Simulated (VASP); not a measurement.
**AlCu: single point with PBEsol**

AlCu:

```
CELL_PARAMETERS angstrom
2.93146 0.00000 0.00000
0.00000 2.93146 0.00000
0.00000 0.00000 2.93146
ATOMIC_POSITIONS crystal
Al 0.98704 0.00000 0.00000
Cu 0.50550 0.50000 0.50000
```

This cell differs from its parent crystal: atoms displaced along a vibrational mode, the cell strained.

```yaml
Program: VASP 6.6.1
Task: single point
Functional: PBEsol
Potentials_or_basis: VASP PAW PBE potentials, release 64 (Al, Cu)
Cutoff: 520 eV
k_mesh: 16 × 16 × 16
Occupations: gaussian, width 0.15 eV
Spin: no spin polarisation
```

| Quantity | Value |
| --- | --- |
| Pressure | 3.5 GPa |
| Largest force | 0.271 eV/Å |
| Band gap on the k mesh | zero (bands 7 and 8 overlap by 4.86 eV) |

Forces in eV/Å, atoms in the order of the input:
```
Al   0.271  0.000  0.000
Cu  -0.271  0.000  0.000
```

Stress tensor (GPa, compression positive):
```
3.39 0.00 0.00
0.00 3.55 0.00
0.00 0.00 3.55
```

Levels at points of the mesh, in eV from the Fermi level:
```
           k point  band 3  band 4  band 5  band 6  band 7  band 8  band 9  band 10  band 11  band 12
(0.00, 0.00, 0.00)   -5.30   -4.17   -4.17   -4.17    3.95    3.95    3.95     6.36     6.37    10.92
(0.50, 0.00, 0.00)   -5.00   -4.64   -4.64   -4.11   -3.34    7.19    8.20     8.20     8.98     8.98
(0.00, 0.50, 0.00)   -5.00   -4.65   -4.64   -4.11   -3.35    7.19    8.22     8.24     8.94     8.96
(0.50, 0.50, 0.00)   -4.53   -4.53   -4.03   -4.02   -3.75   -0.91    0.00    10.68    13.15    13.18
(0.00, 0.50, 0.50)   -4.54   -4.54   -4.02   -4.02   -3.75   -0.92    0.00    10.69    13.07    13.07
(0.50, 0.50, 0.50)   -5.86   -3.73   -3.73    0.53    0.53    0.55    2.15     2.30     2.30     2.39
```

Wall time 3.2 min on 1 thread of Intel Xeon 8259CL, on a shared host, peak memory 0.26 GiB.

Caveat: the cell differs from its parent crystal (atoms displaced along a vibrational mode, the cell strained); the cell stands under pressure; the PAW data sets were made with another functional, which shifts forces and pressure a little.
